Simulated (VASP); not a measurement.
## AlCu3: single point with r2SCAN

The system is AlCu3.

```
CELL_PARAMETERS angstrom
0.00000 2.86147 2.86147
2.86147 0.00000 2.86147
2.86147 2.86147 0.00000
ATOMIC_POSITIONS crystal
Al 0.00000 0.00000 0.00000
Cu 0.50000 0.50000 0.50000
Cu 0.25000 0.25000 0.25000
Cu 0.75000 0.75000 0.75000
```

This cell differs from its parent crystal: volume scaled by 0.97.

```json
{"Program": "VASP 6.6.1", "Task": "single point", "Functional": "r2SCAN", "Potentials or basis": "VASP PAW PBE potentials, release 64 (Al, Cu)", "Cutoff": "520 eV", "k mesh": "12 × 12 × 12", "Occupations": "gaussian, width 0.1 eV", "Spin": "no spin polarisation"}
```

The pressure is 5.0 GPa and the band gap on the k mesh is zero (band 18 reaches 12.80 eV, above the bottom of band 19 at 6.64 eV).

Levels at points of the mesh, in eV from the Fermi level:
```tsv
k point	band 16	band 17	band 18	band 19	band 20	band 21
(0.00, 0.00, 0.00)	-2.64	3.95	3.95	3.95	4.44	4.44
(0.50, 0.00, 0.00)	-2.58	-2.27	2.82	2.82	3.12	3.12
(0.50, 0.50, 0.00)	-2.43	-2.35	-2.35	-2.21	2.24	2.72
```

Wall time 5.2 min on 1 thread of Intel Xeon 6975P-C, with other jobs on the host, peak memory 0.22 GiB.

Caveat: the PAW data sets were made with another functional, which shifts forces and pressure a little.
